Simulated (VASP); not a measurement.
# Si3N4 (I-43d) in VASP: further runs, part 2 of 2

VASP 6.6.1. The steps go on from the part before.

## 3. Single point, r2SCAN

This run uses another cell than the first one, of 9.17 Å³/atom.

POSCAR reads:

```
Si3N4
1.0
   -3.1775656300      3.1775656300      3.1775656300
    3.1775656300     -3.1775656300      3.1775656300
    3.1775656300      3.1775656300     -3.1775656300
Si N
6 8
Direct
    0.2500000000      0.1250000000      0.8750000000
    0.8750000000      0.2500000000      0.1250000000
    0.7500000000      0.3750000000      0.6250000000
    0.6250000000      0.7500000000      0.3750000000
    0.1250000000      0.8750000000      0.2500000000
    0.3750000000      0.6250000000      0.7500000000
    0.5591859533      0.5591859533      0.5591859533
    0.4408140467      0.5000000000      0.0000000000
    0.5000000000      0.0000000000      0.9408140467
    0.0000000000      0.4408140467      0.5000000000
    0.9408140467      0.5000000000      0.0000000000
    0.0591859533      0.0591859533      0.0591859533
    0.0000000000      0.9408140467      0.5000000000
    0.5000000000      0.0000000000      0.4408140467
```

INCAR.step1 reads:

```
PREC = Accurate ; ENCUT = 520
ISMEAR = -1 ; SIGMA = 0.02
LREAL = F ; LASPH = T
NELM = 60 ; NBANDS = 45
GGA = PE ; ALGO = Normal
EDIFF = 1E-4 ; LWAVE = T
LCHARG = F
```

INCAR.step2 reads:

```
PREC = Accurate ; ENCUT = 520
EDIFF = 1E-6 ; ISMEAR = -1
SIGMA = 0.02 ; LREAL = F
LASPH = T ; NELM = 60
ALGO = Normal ; ISIF = 2
LWAVE = F ; LCHARG = F
METAGGA = R2SCAN ; LMIXTAU = T
NBANDS = 45 ; ISTART = 1
```

KPOINTS reads:

```
regular mesh
0
Gamma
  6 6 6
```

Potentials or basis: VASP PAW PBE potentials, release 64 (Si, N).

Command:

```
cat potpaw_PBE.64/Si/POTCAR potpaw_PBE.64/N/POTCAR > POTCAR
cp INCAR.step1 INCAR
mpirun -np 1 vasp_std > vasp.out
cp INCAR.step2 INCAR
mpirun -np 1 vasp_std > vasp.out
```

OUTCAR:

```text
PREC = Accurate
   ENCUT = 520
   EDIFF = 1E-6
   ISMEAR = -1
   LREAL = F
   LASPH = T
   NELM = 60
   ISIF = 2
   METAGGA = R2SCAN
   ISTART = 1

 ion  position               nearest neighbor table
   1  0.250  0.125  0.875-   8 1.72   9 1.72  12 1.72  13 1.72   5 2.97   6 2.97   5 2.97   6 2.97
                             2 2.97   2 2.97   4 2.97   4 2.97
   2  0.875  0.250  0.125-   9 1.72  10 1.72  11 1.72  12 1.72   6 2.97   5 2.97   5 2.97   6 2.97
                             1 2.97   3 2.97   1 2.97   3 2.97
   3  0.750  0.375  0.625-   7 1.72  10 1.72  11 1.72  14 1.72   5 2.97   6 2.97   6 2.97   5 2.97
                             2 2.97   2 2.97   4 2.97   4 2.97
   4  0.625  0.750  0.375-   7 1.72   8 1.72  13 1.72  14 1.72   5 2.97   6 2.97   6 2.97   5 2.97
                             3 2.97   1 2.97   1 2.97   3 2.97
   5  0.125  0.875  0.250-  11 1.72  12 1.72  13 1.72  14 1.72   4 2.97   3 2.97   1 2.97   1 2.97
                             2 2.97   2 2.97   3 2.97   4 2.97
   6  0.375  0.625  0.750-   7 1.72   8 1.72   9 1.72  10 1.72   4 2.97   2 2.97   4 2.97   1 2.97
                             3 2.97   1 2.97   3 2.97   2 2.97
[... 972 lines left out ...]
  Direction    XX          YY          ZZ          XY          YZ          ZX
  --------------------------------------------------------------------------------------
  -------------------------------------------------------------------------------------
  Total        9.5861394      9.5861394      9.5861394      0.0000000     -0.0000000      0.0000000
  in kB      119.6770140    119.6770140    119.6770140      0.0000000     -0.0000000      0.0000000
  external PRESSURE =     119.6770140 kB  Pullay stress =       0.0000000 kB

 VOLUME and BASIS-vectors are now :
 -----------------------------------------------------------------------------
  energy-cutoff  :      520.00
  volume of cell :      128.33
      direct lattice vectors                 reciprocal lattice vectors
    -3.177565630  3.177565630  3.177565630     0.000000000  0.157353162  0.157353162
     3.177565630 -3.177565630  3.177565630     0.157353162  0.000000000  0.157353162
     3.177565630  3.177565630 -3.177565630     0.157353162  0.157353162  0.000000000

 POSITION                                       TOTAL-FORCE (eV/Angst)
 -----------------------------------------------------------------------------------
      2.38317      3.17757     -1.58878         0.000000     -0.000000     -0.000000
     -1.58878      2.38317      3.17757         0.000000     -0.000000     -0.000000
      0.79439      3.17757      1.58878         0.000000     -0.000000     -0.000000
      1.58878      0.79439      3.17757         0.000000     -0.000000     -0.000000
      3.17757     -1.58878      2.38317         0.000000     -0.000000     -0.000000
      3.17757      1.58878      0.79439         0.000000     -0.000000     -0.000000
      1.77685      1.77685      1.77685         0.001511      0.001511      0.001511
      0.18807     -0.18807      2.98950         0.001511     -0.001511     -0.001511
      1.40072      4.57828     -1.40072        -0.001511     -0.001511      0.001511
      2.98950      0.18807     -0.18807        -0.001511      0.001511     -0.001511
     -1.40072      1.40072      4.57828         0.001511     -0.001511     -0.001511
      0.18807      0.18807      0.18807         0.001511      0.001511      0.001511
      4.57828     -1.40072      1.40072        -0.001511      0.001511     -0.001511
     -0.18807      2.98950      0.18807        -0.001511     -0.001511      0.001511
 -----------------------------------------------------------------------------------
    total drift:                               -0.000009     -0.000009     -0.000010

  FREE ENERGIE OF THE ION-ELECTRON SYSTEM (eV)
  ---------------------------------------------------
  free  energy   TOTEN  =      -142.5673591509 eV

  energy  without entropy=     -142.5673591509  energy(sigma->0) =     -142.56735915
```

OUTCAR.step1:

```text
PREC = Accurate
   ENCUT = 520
   ISMEAR = -1
   LREAL = F
   LASPH = T
[... 1017 lines left out ...]
     -1.40072      1.40072      4.57828        -0.035282      0.035282      0.035282
      0.18807      0.18807      0.18807        -0.035282     -0.035282     -0.035282
      4.57828     -1.40072      1.40072         0.035282     -0.035282      0.035282
     -0.18807      2.98950      0.18807         0.035282      0.035282     -0.035282
 -----------------------------------------------------------------------------------
    total drift:                               -0.000001     -0.000001     -0.000001

  FREE ENERGIE OF THE ION-ELECTRON SYSTEM (eV)
  ---------------------------------------------------
  free  energy   TOTEN  =      -112.7136166091 eV

  energy  without entropy=     -112.7136166091  energy(sigma->0) =     -112.71361661
```

Run time: 3 min. Hardware: 1 thread of Intel Xeon 6975P-C (Granite Rapids), shared host; peak memory 0.31 GiB.

What came out:

- Free energy: -142.5674 eV
- Pressure: 12.0 GPa
- Band gap on the k mesh: 4.86 eV (least direct gap 5.06 eV)

Forces on the atoms (eV/Å):
```
Si   0.000  0.000  0.000
Si   0.000  0.000  0.000
Si   0.000  0.000  0.000
Si   0.000  0.000  0.000
Si   0.000  0.000  0.000
Si   0.000  0.000  0.000
N    0.002  0.002  0.002
N    0.002 -0.002 -0.002
N   -0.002 -0.002  0.002
N   -0.002  0.002 -0.002
N    0.002 -0.002 -0.002
N    0.002  0.002  0.002
N   -0.002  0.002 -0.002
N   -0.002 -0.002  0.002
```

Caveat: the cell stands under pressure; the PAW data sets were made with another functional, which shifts forces and pressure a little. r2SCAN opens gaps a little over a GGA but as a rule still falls short of measured ones.
